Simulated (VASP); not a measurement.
# Pd (Im-3m) in VASP: a series of runs

Runs on Pd. Level: LDA. Tasks: single point.

Program: VASP 6.6.1. These are calculated values, not measurements. Logs are shortened: lines on timing, memory, paths and dates and some standing lists are left out, and cuts for length are marked.

### 1 The cell of the first run

Symmetry: Im-3m, No. 229, cubic system. Conventional cell: a = 2.929 Å, b = 2.929 Å, c = 2.929 Å, α = 90.00°, β = 90.00°, γ = 90.00°. Within 3.3 Å of Pd (site symmetry m-3m) lie 14 Pd at 2.54 to 2.93 Å.

### 2 Single point, LDA (volume scaled by 0.88)

The input, INCAR:

```
SYSTEM = Pd
PREC = Accurate ; ENCUT = 520
EDIFF = 1E-6 ; ISMEAR = -1
SIGMA = 0.1 ; LREAL = .FALSE.
LASPH = .TRUE. ; NELM = 60
ALGO = Normal ; ISIF = 2
LWAVE = .FALSE. ; LCHARG = .FALSE.
GGA = CA ; NBANDS = 11
```

The input, KPOINTS:

```
Automatic mesh
0
G
  16 16 16
  0 0 0
```

The input, POSCAR:

```
Pd
1.0
   -1.4646376451      1.4646376451      1.4646376451
    1.4646376451     -1.4646376451      1.4646376451
    1.4646376451      1.4646376451     -1.4646376451
Pd
1
Direct
    0.0000000000      0.0000000000      0.0000000000
```

Potentials or basis: VASP PAW LDA potentials, release 64 (Pd).

Run with:

```sh
$ cat potpaw_LDA.64/Pd/POTCAR > POTCAR
$ mpirun -np 1 vasp_std > vasp.out
```

OUTCAR:

```text
SYSTEM = Pd
   PREC = Accurate
   ENCUT = 520
   EDIFF = 1E-6
   ISMEAR = -1
   LREAL = .FALSE.
   LASPH = .TRUE.
   NELM = 60
   ISIF = 2
   GGA = CA

 ion  position               nearest neighbor table
   1  0.000  0.000  0.000-

  LATTYP: Found a body centered cubic cell.
 ALAT       =     2.9292752902

  Lattice vectors:

 A1 = (  -1.4646376451,   1.4646376451,   1.4646376451)
 A2 = (   1.4646376451,  -1.4646376451,   1.4646376451)
 A3 = (   1.4646376451,   1.4646376451,  -1.4646376451)

Analysis of symmetry for initial positions (statically):
=====================================================================
 Subroutine PRICEL returns:
 Original cell was already a primitive cell.

 Routine SETGRP: Setting up the symmetry group for a
 body centered cubic supercell.

 Subroutine GETGRP returns: Found 48 space group operations
 (whereof 48 operations were pure point group operations)
 out of a pool of 48 trial point group operations.

The static configuration has the point symmetry O_h .

Analysis of symmetry for dynamics (positions and initial velocities):
=====================================================================
 Subroutine PRICEL returns:
 Original cell was already a primitive cell.

 Routine SETGRP: Setting up the symmetry group for a
 body centered cubic supercell.

 Subroutine GETGRP returns: Found 48 space group operations
 (whereof 48 operations were pure point group operations)
 out of a pool of 48 trial point group operations.

The dynamic configuration has the point symmetry O_h .

 Subroutine INISYM returns: Found 48 space group operations
 (whereof 48 operations are pure point group operations),
 and found     1 'primitive' translations

----------------------------------------------------------------------------------------

                                     Primitive cell

  volume of cell :      12.5675

  direct lattice vectors                    reciprocal lattice vectors
    -1.464637645  1.464637645  1.464637645     0.000000000  0.341381366  0.341381366
     1.464637645 -1.464637645  1.464637645     0.341381366  0.000000000  0.341381366
     1.464637645  1.464637645 -1.464637645     0.341381366  0.341381366  0.000000000

  length of vectors
     2.536826816  2.536826816  2.536826816     0.482786158  0.482786158  0.482786158

[... 75 lines left out ...]
   LASPH  =      T    aspherical Exc in radial PAW
   ENCUT  =  520.0 eV  38.22 Ry    6.18 a.u.   4.72  4.72  4.72*2*pi/ulx,y,z
   NELM   =     60;   NELMIN=  2; NELMDL= -5     # of ELM steps
   EDIFF  = 0.1E-05   stopping-criterion for ELM
   LREAL  =      F    real-space projection
   EDIFFG = 0.1E-04   stopping-criterion for IOM
   NSW    =      0    number of steps for IOM
   IBRION =     -1    ionic relax: 0-MD 1-quasi-New 2-CG
   NFREE  =      0    steps in history (QN), initial steepest desc. (CG)
   ISIF   =      2    stress and relaxation
   ISYM   =      2    0-nonsym 1-usesym 2-fastsym
   POTIM  = 0.5000    time-step for ionic-motion
   TEBEG  =    0.0;   TEEND  =   0.0 temperature during run
   PSTRESS=    0.0 pullay stress
   NELECT =      10.0000    total number of electrons
   NUPDOWN=      -1.0000    fix difference up-down
   EMIN   =  10.00;   EMAX   =-10.00  energy-range for DOS
   EFERMI =   0.00;   METHOD = LEGACY
   ISMEAR =    -1;   SIGMA  =   0.10  broadening in eV -4-tet -1-fermi 0-gaus
   EFERMI_NEDOS =   21; number of points for ismear=-14 and -15
   IALGO  =     38    algorithm
   IMIX   =      4    mixing-type and parameters
     AMIX     =   0.40;   BMIX     =  1.00
     AMIX_MAG =   1.60;   BMIX_MAG =  1.00
  volume/ion in A,a.u.               =      12.57        84.81
  Fermi-wavevector in a.u.,A,eV,Ry     =   1.517020  2.866752 31.311764  2.301350
  Thomas-Fermi vector in A             =   2.626332
   LORBIT       =      0    0 simple, 1 ext, 2 COOP (PROOUT), +10 PAW based schemes
   GGA     = CA    functional components
   LHFCALC =     F    Hartree Fock is set to
   AEXX    =    0.0000 exact exchange contribution
   IVDW    =     0    specifies the selected vdW correction
   LEPSILON=     F    determine dielectric tensor
   LRPA    =     F    only Hartree local field effects (RPA)
 non-spin polarized calculation
  energy-cutoff  :      520.00
  volume of cell :       12.57
 maximum number of plane-waves:       370
   NGX =  9   NGY =  9   NGZ =  9

 number of electron      10.0000000 magnetization

 number of electron       9.9999998 magnetization

 Free energy of the ion-electron system (eV)
  ---------------------------------------------------
  ext. energy  EPLUGINS =         0.00000000
  ---------------------------------------------------
  free energy    TOTEN  =        -6.26613845 eV

  energy without entropy =       -6.23120691  energy(sigma->0) =       -6.24867268

 E-fermi :  12.6030     XC(G=0): -14.5121

 val. band max:       12.5962038527   @ k =   0.3125   0.0625  -0.0000
 cond. band min:      12.6067159324   @ k =  -0.4375  -0.4375   0.2500
 fundamental gap:      0.0105120797
 Fermi energy:        12.6030017775

 k-point     1 :       0.0000    0.0000    0.0000
  band No.  band energies     occupation
      1       4.0509      2.00000
      2       8.7589      2.00000
      3       8.7589      2.00000
      4       8.7589      2.00000
      5      11.3455      1.99999
      6      11.3455      1.99999
      7      32.0874      0.00000
      8      32.0874      0.00000
      9      32.0874      0.00000
     10      37.8926      0.00000
     11      42.7417      0.00000
[... 309 lines left out ...]
 k-point    24 :       0.2500    0.1875   -0.0000
  band No.  band energies     occupation
      1       6.8072      2.00000
      2       7.7350      2.00000
      3       8.9653      2.00000
      4      10.8860      2.00000
      5      11.8300      1.99912
      6      14.4057      0.00000
      7      26.1977      0.00000
      8      27.7415      0.00000
      9      32.2179      0.00000
     10      36.2773      0.00000
     11      37.9146      0.00000

 [... further k-points ...]
[... 5 lines left out ...]
  --------------------------------------------------------------------------------------
  -------------------------------------------------------------------------------------
  Total        3.1245348      3.1245348      3.1245348      0.0000000      0.0000000      0.0000000
  in kB      398.3321630    398.3321630    398.3321630      0.0000000      0.0000000      0.0000000
  external PRESSURE =     398.3321630 kB  Pullay stress =       0.0000000 kB

 VOLUME and BASIS-vectors are now :
 -----------------------------------------------------------------------------
  energy-cutoff  :      520.00
  volume of cell :       12.57
      direct lattice vectors                 reciprocal lattice vectors
    -1.464637645  1.464637645  1.464637645     0.000000000  0.341381366  0.341381366
     1.464637645 -1.464637645  1.464637645     0.341381366  0.000000000  0.341381366
     1.464637645  1.464637645 -1.464637645     0.341381366  0.341381366  0.000000000

 POSITION                                       TOTAL-FORCE (eV/Angst)
 -----------------------------------------------------------------------------------
      0.00000      0.00000      0.00000        -0.000000     -0.000000     -0.000000
 -----------------------------------------------------------------------------------
    total drift:                                0.000000      0.000000      0.000000

  FREE ENERGIE OF THE ION-ELECTRON SYSTEM (eV)
  ---------------------------------------------------
  free  energy   TOTEN  =        -6.2661384474 eV

  energy  without entropy=       -6.2312069124  energy(sigma->0) =       -6.24867268
```

stdout:

```text
POSCAR found type information on POSCAR Pd
 POSCAR found :  1 types and       1 ions
 scaLAPACK will be used
 LDA part: xc-table for (Slater(with rela. corr.)+CA(PZ))
 , standard interpolation
 POSCAR, INCAR and KPOINTS ok, starting setup
 FFT: planning ... GRIDC
 FFT: planning ... GRID_SOFT
 FFT: planning ... GRID
 WAVECAR not read
 entering main loop
```

It took 6.7 s on 1 thread of Intel Xeon 6975P-C (Granite Rapids), shared host; peak memory 0.13 GiB.

Results:

- Free energy: -6.2661 eV
- Pressure: 39.8 GPa
- Band gap on the k mesh: zero (band 5 reaches 13.45 eV, above the bottom of band 6 at 11.20 eV)

### 3 Single point, LDA (volume scaled by 0.92)

The input, INCAR:

```
ALGO = Normal ; EDIFF = 1E-7
ENCUT = 520 ; GGA = CA
ISIF = 2 ; ISMEAR = -1
LASPH = True ; LCHARG = True
LELF = True ; LREAL = False
LVHAR = True ; LWAVE = False
NBANDS = 11 ; NELM = 100
PREC = Accurate ; SIGMA = 0.1
```

The input, KPOINTS:

```
k-points
0
Gamma
  16 16 16
```

The input, POSCAR:

```
Pd
1.0
   -1.4865011318      1.4865011318      1.4865011318
    1.4865011318     -1.4865011318      1.4865011318
    1.4865011318      1.4865011318     -1.4865011318
Pd
1
Direct
    0.0000000000      0.0000000000      0.0000000000
```

Potentials or basis: VASP PAW LDA potentials, release 64 (Pd).

Run with:

```sh
$ cat potpaw_LDA.64/Pd/POTCAR > POTCAR
$ mpirun -np 1 vasp_std > vasp.out
```

OUTCAR:

```text
EDIFF = 1E-7
   ENCUT = 520
   GGA = CA
   ISIF = 2
   ISMEAR = -1
   LASPH = True
   LREAL = False
   NELM = 100
   PREC = Accurate

 ion  position               nearest neighbor table
   1  0.000  0.000  0.000-

  LATTYP: Found a body centered cubic cell.
 ALAT       =     2.9730022636

  Lattice vectors:

 A1 = (  -1.4865011318,   1.4865011318,   1.4865011318)
 A2 = (   1.4865011318,  -1.4865011318,   1.4865011318)
 A3 = (   1.4865011318,   1.4865011318,  -1.4865011318)

Analysis of symmetry for initial positions (statically):
=====================================================================
 Subroutine PRICEL returns:
 Original cell was already a primitive cell.

 Routine SETGRP: Setting up the symmetry group for a
 body centered cubic supercell.

 Subroutine GETGRP returns: Found 48 space group operations
 (whereof 48 operations were pure point group operations)
 out of a pool of 48 trial point group operations.

The static configuration has the point symmetry O_h .

Analysis of symmetry for dynamics (positions and initial velocities):
=====================================================================
 Subroutine PRICEL returns:
 Original cell was already a primitive cell.

 Routine SETGRP: Setting up the symmetry group for a
 body centered cubic supercell.

 Subroutine GETGRP returns: Found 48 space group operations
 (whereof 48 operations were pure point group operations)
 out of a pool of 48 trial point group operations.

The dynamic configuration has the point symmetry O_h .

 Subroutine INISYM returns: Found 48 space group operations
 (whereof 48 operations are pure point group operations),
 and found     1 'primitive' translations

----------------------------------------------------------------------------------------

                                     Primitive cell

  volume of cell :      13.1388

  direct lattice vectors                    reciprocal lattice vectors
    -1.486501132  1.486501132  1.486501132     0.000000000  0.336360322  0.336360322
     1.486501132 -1.486501132  1.486501132     0.336360322  0.000000000  0.336360322
     1.486501132  1.486501132 -1.486501132     0.336360322  0.336360322  0.000000000

  length of vectors
     2.574695486  2.574695486  2.574695486     0.475685330  0.475685330  0.475685330

  position of ions in fractional coordinates (direct lattice)
     0.000000000  0.000000000  0.000000000

  ion indices of the primitive-cell ions
   primitive index   ion index
                 1           1

----------------------------------------------------------------------------------------

 KPOINTS: k-points

Automatic generation of k-mesh.
 Grid dimensions read from file:
 generate k-points for:   16   16   16

 Generating k-lattice:

  Cartesian coordinates                     Fractional coordinates (reciprocal lattice)
     0.000000000  0.021022520  0.021022520     0.062500000  0.000000000  0.000000000
     0.021022520  0.000000000  0.021022520     0.000000000  0.062500000  0.000000000
     0.021022520  0.021022520  0.000000000     0.000000000  0.000000000  0.062500000

  Length of vectors
     0.029730333  0.029730333  0.029730333

  Shift w.r.t. Gamma in fractional coordinates (k-lattice)
     0.000000000  0.000000000  0.000000000

 Subroutine IBZKPT returns following result:
 ===========================================

 Found    145 irreducible k-points:

 Following reciprocal coordinates:
            Coordinates               Weight
  0.000000  0.000000  0.000000      1.000000
  0.062500  0.000000  0.000000     12.000000
  0.125000  0.000000  0.000000     12.000000
  0.187500  0.000000  0.000000     12.000000
  0.250000  0.000000  0.000000     12.000000
  0.312500  0.000000  0.000000     12.000000
[... 16 lines left out ...]
  0.187500  0.187500  0.000000     24.000000
  0.250000  0.187500 -0.000000     48.000000
 [... further k-points ...]
   k-points           NKPTS =    145   k-points in BZ     NKDIM =    145   number of bands    NBANDS=     11
   number of dos      NEDOS =    301   number of ions     NIONS =      1
   total plane-waves  NPLWV =   8000
   dimension x,y,z NGX =    20 NGY =   20 NGZ =   20
   dimension x,y,z NGXF=    40 NGYF=   40 NGZF=   40
   ions per type =               1
   NGX,Y,Z   is equivalent  to a cutoff of  12.91, 12.91, 12.91 a.u.
   NGXF,Y,Z  is equivalent  to a cutoff of  25.83, 25.83, 25.83 a.u.
 SYSTEM =  unknown system
   PREC   = accura    normal or accurate (medium, high low for compatibility)
   ISTART =      0    job   : 0-new  1-cont  2-samecut
   ICHARG =      2    charge: 1-file 2-atom 10-const
   ISPIN  =      1    spin polarized calculation?
   LNONCOLLINEAR =      F non collinear calculations
   LSORBIT =      F    spin-orbit coupling
   LASPH  =      T    aspherical Exc in radial PAW
   ENCUT  =  520.0 eV  38.22 Ry    6.18 a.u.   4.79  4.79  4.79*2*pi/ulx,y,z
   NELM   =    100;   NELMIN=  2; NELMDL= -5     # of ELM steps
   EDIFF  = 0.1E-06   stopping-criterion for ELM
   LREAL  =      F    real-space projection
   EDIFFG = 0.1E-05   stopping-criterion for IOM
   NSW    =      0    number of steps for IOM
   IBRION =     -1    ionic relax: 0-MD 1-quasi-New 2-CG
   NFREE  =      0    steps in history (QN), initial steepest desc. (CG)
   ISIF   =      2    stress and relaxation
   ISYM   =      2    0-nonsym 1-usesym 2-fastsym
   POTIM  = 0.5000    time-step for ionic-motion
   TEBEG  =    0.0;   TEEND  =   0.0 temperature during run
   PSTRESS=    0.0 pullay stress
   NELECT =      10.0000    total number of electrons
   NUPDOWN=      -1.0000    fix difference up-down
   EMIN   =  10.00;   EMAX   =-10.00  energy-range for DOS
   EFERMI =   0.00;   METHOD = LEGACY
   ISMEAR =    -1;   SIGMA  =   0.10  broadening in eV -4-tet -1-fermi 0-gaus
   EFERMI_NEDOS =   21; number of points for ismear=-14 and -15
   IALGO  =     38    algorithm
   IMIX   =      4    mixing-type and parameters
     AMIX     =   0.40;   BMIX     =  1.00
     AMIX_MAG =   1.60;   BMIX_MAG =  1.00
  volume/ion in A,a.u.               =      13.14        88.67
  Fermi-wavevector in a.u.,A,eV,Ry     =   1.494708  2.824588 30.397469  2.234151
  Thomas-Fermi vector in A             =   2.606946
   LORBIT       =      0    0 simple, 1 ext, 2 COOP (PROOUT), +10 PAW based schemes
   GGA     = CA    functional components
   LHFCALC =     F    Hartree Fock is set to
   AEXX    =    0.0000 exact exchange contribution
   IVDW    =     0    specifies the selected vdW correction
   LEPSILON=     F    determine dielectric tensor
   LRPA    =     F    only Hartree local field effects (RPA)
 non-spin polarized calculation
  energy-cutoff  :      520.00
  volume of cell :       13.14
 maximum number of plane-waves:       370
   NGX =  9   NGY =  9   NGZ =  9

 number of electron      10.0000004 magnetization

 Free energy of the ion-electron system (eV)
  ---------------------------------------------------
  ext. energy  EPLUGINS =         0.00000000
  ---------------------------------------------------
  free energy    TOTEN  =        -6.37757940 eV

  energy without entropy =       -6.34097524  energy(sigma->0) =       -6.35927732

 E-fermi :  11.7147     XC(G=0): -14.2303

 val. band max:       11.7141539634   @ k =  -0.4375  -0.4375   0.2500
 cond. band min:      11.7163402279   @ k =  -0.3750   0.5000   0.2500
 fundamental gap:      0.0021862645
 Fermi energy:        11.7147364115

 k-point     1 :       0.0000    0.0000    0.0000
  band No.  band energies     occupation
      1       3.5410      2.00000
      2       8.1244      2.00000
      3       8.1244      2.00000
      4       8.1244      2.00000
      5      10.5492      1.99998
      6      10.5492      1.99998
      7      31.1776      0.00000
      8      31.1776      0.00000
      9      31.1776      0.00000
     10      37.1837      0.00000
     11      41.2417      0.00000

 k-point     2 :       0.0625    0.0000    0.0000
  band No.  band energies     occupation
      1       3.7080      2.00000
      2       8.0610      2.00000
      3       8.1255      2.00000
      4       8.2531      2.00000
      5      10.4710      1.99999
      6      10.5537      1.99998
      7      31.1994      0.00000
      8      31.2325      0.00000
      9      31.4064      0.00000
     10      37.1766      0.00000
     11      39.7580      0.00000
[... 295 lines left out ...]
 k-point    24 :       0.2500    0.1875   -0.0000
  band No.  band energies     occupation
      1       6.2797      2.00000
      2       7.1746      2.00000
      3       8.3096      2.00000
      4      10.1200      2.00000
      5      10.9892      1.99859
      6      13.4374      0.00000
      7      24.8981      0.00000
      8      26.4815      0.00000
      9      30.8946      0.00000
     10      35.0680      0.00000
     11      37.1975      0.00000

 [... further k-points ...]
[... 5 lines left out ...]
  --------------------------------------------------------------------------------------
  -------------------------------------------------------------------------------------
  Total        1.9015748      1.9015748      1.9015748      0.0000000     -0.0000000      0.0000000
  in kB      231.8826584    231.8826584    231.8826584      0.0000000     -0.0000000      0.0000000
  external PRESSURE =     231.8826584 kB  Pullay stress =       0.0000000 kB

 VOLUME and BASIS-vectors are now :
 -----------------------------------------------------------------------------
  energy-cutoff  :      520.00
  volume of cell :       13.14
      direct lattice vectors                 reciprocal lattice vectors
    -1.486501132  1.486501132  1.486501132     0.000000000  0.336360322  0.336360322
     1.486501132 -1.486501132  1.486501132     0.336360322  0.000000000  0.336360322
     1.486501132  1.486501132 -1.486501132     0.336360322  0.336360322  0.000000000

 POSITION                                       TOTAL-FORCE (eV/Angst)
 -----------------------------------------------------------------------------------
      0.00000      0.00000      0.00000         0.000000      0.000000     -0.000000
 -----------------------------------------------------------------------------------
    total drift:                                0.000000     -0.000000      0.000000

  FREE ENERGIE OF THE ION-ELECTRON SYSTEM (eV)
  ---------------------------------------------------
  free  energy   TOTEN  =        -6.3775793992 eV

  energy  without entropy=       -6.3409752421  energy(sigma->0) =       -6.35927732
```

It took 7.1 s on 1 thread of Intel Xeon 6975P-C (Granite Rapids), shared host; peak memory 0.13 GiB.

Results:

```yaml
Free_energy: -6.3776 eV
Pressure: 23.2 GPa
Band_gap_on_the_k_mesh: zero (band 5 reaches 12.49 eV, above the bottom of band 6 at 10.42 eV)
```

(Part 1 of 2 ends here.)
